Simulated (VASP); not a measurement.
Set up this calculation in VASP 6.6.1, as the native input.

* Task: single point
* Functional: PBEsol
* Potentials or basis: VASP PAW PBE potentials, release 64 (Zn)
* Cutoff: 520 eV
* k mesh: 20 × 20 × 20
* Occupations: gaussian, width 0.15 eV
* Spin: no spin polarisation
* Dipole correction: no
* Further INCAR settings: ALGO = Normal; EDIFF = 1e-06; NBANDS = 12

The structure of Zn lies in POSCAR:

```
Zn
1.0
   -1.5300745013      1.5300745013      1.5453752463
    1.5300745013     -1.5300745013      1.5453752463
    1.5300745013      1.5300745013     -1.5453752463
Zn
1
Direct
    0.0000000000      0.0000000000      0.0000000000
```

This cell differs from its parent crystal: normal strain along x +0.0000, normal strain along z +0.0100.

One way to write it, as run:

INCAR

```
  PREC = Accurate
  ENCUT = 520
  EDIFF = 1E-6
  ISMEAR = 0
  SIGMA = 0.15
  LREAL = F
  LASPH = T
  NELM = 80
  ALGO = Normal
  ISIF = 2
  LWAVE = F
  LCHARG = T
  GGA = PS
  LELF = T
  LVHAR = T
  NBANDS = 12
```

KPOINTS

```
regular mesh
0
Gamma
  20 20 20
```

Potentials or basis: VASP PAW PBE potentials, release 64 (Zn).

Launch:

```console
$ cat potpaw_PBE.64/Zn/POTCAR > POTCAR
$ mpirun -np 1 vasp_std > vasp.out
```

Results of the run:

```json
{"Pressure": "-0.5 GPa", "Band gap on the k mesh": "zero (band 6 reaches 7.46 eV, above the bottom of band 7 at 2.48 eV)"}
```

Caveat: the cell differs from its parent crystal (normal strain along x +0.0000, normal strain along z +0.0100); the PAW data sets were made with another functional, which shifts forces and pressure a little.

It took 32 s on 1 thread of Intel(R) Xeon(R) 6975P-C (Granite Rapids) (shared host), peak memory 0.21 GiB.
